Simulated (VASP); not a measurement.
**Ge: single point with HSE06**

The system is Ge.

```
Ge
1.0
    -0.02821    2.10200    2.11346
     2.07162   -0.03255    2.11780
     2.04296    2.07768   -0.00389
Ge
1
Direct
  0.00000 0.00000 0.00000
```

```json
{
 "Program": "VASP 6.6.1",
 "Task": "single point",
 "Functional": "HSE06",
 "Potentials or basis": "VASP PAW PBE potentials, release 64 (Ge_d)",
 "Cutoff": "520 eV",
 "k mesh": "6 × 6 × 6",
 "Occupations": "methfessel-paxton, width 0.05 eV",
 "Spin": "no spin polarisation"
}
```

The pressure is 4.0 GPa and the band gap on the k mesh is zero (bands 7 and 8 overlap by 12.65 eV).

Stress tensor (GPa, compression positive):
```
 3.97 -7.93 -0.22
-7.93  2.72 -3.20
-0.22 -3.20  5.34
```

Levels at points of the mesh, in eV from the Fermi level:
```csv
k point,band 5,band 6,band 7,band 8,band 9,band 10
"(0.00, 0.00, 0.00)",-28.25,-15.15,9.71,10.09,10.51,14.51
"(0.50, 0.00, 0.00)",-28.21,-9.18,-6.64,7.65,8.25,12.93
"(0.00, 0.50, 0.00)",-28.21,-9.24,-6.67,7.74,8.32,13.03
"(0.50, 0.50, 0.00)",-28.20,-6.48,-5.24,2.58,3.69,6.66
"(0.00, 0.00, 0.50)",-28.21,-8.84,-6.54,7.45,7.76,12.87
"(0.50, 0.00, 0.50)",-28.19,-6.36,-5.19,2.86,3.11,6.96
"(0.00, 0.50, 0.50)",-28.19,-6.00,-4.98,2.62,2.82,6.61
"(0.50, 0.50, 0.50)",-28.21,-8.78,-6.51,7.35,7.72,12.77
```

Wall time 66 min on 1 thread of Intel(R) Xeon(R) Platinum 8488C (Sapphire Rapids), with other jobs on the host, peak memory 0.27 GiB.

Caveat: the k points lie up to 0.44 Å⁻¹ apart, too coarse for converged energies and pressures of a metal; the PAW data sets were made with another functional, which shifts forces and pressure a little.
